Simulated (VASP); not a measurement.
Crystal: GaP.

```
Ga P
1.0
     3.85409    0.00000    0.00000
     1.92704    3.33774    0.00000
     1.92704    1.11258    3.14685
Ga P
1 1
Direct
  0.00000 0.00000 0.00000
  0.25000 0.25000 0.25000
```

Base run:

* Program: VASP 6.6.1
* Functional: PBEsol
* Potentials or basis: VASP PAW PBE potentials, release 64 (Ga_d, P)
* Cutoff: 520 eV
* k mesh: 6 × 6 × 6
* Occupations: gaussian, width 0.01 eV
* Spin: no spin polarisation

Its results: band gap on the k mesh 1.51 eV, indirect (least direct gap 1.75 eV); pressure -0.6 GPa.

The run is repeated on the same cell with these changes: functional from PBEsol to r2SCAN; further incar settings from ALGO = Normal; EDIFF = 1e-06; NBANDS = 16 to ALGO = Normal; EDIFF = 1e-07; NBANDS = 16. What comes out?

Band gap on the k mesh 1.91 eV, indirect (least direct gap 2.34 eV); pressure 0.0 GPa.

Caveats: the PAW data sets were made with another functional, which shifts forces and pressure a little.

A k mesh can miss the band edges.
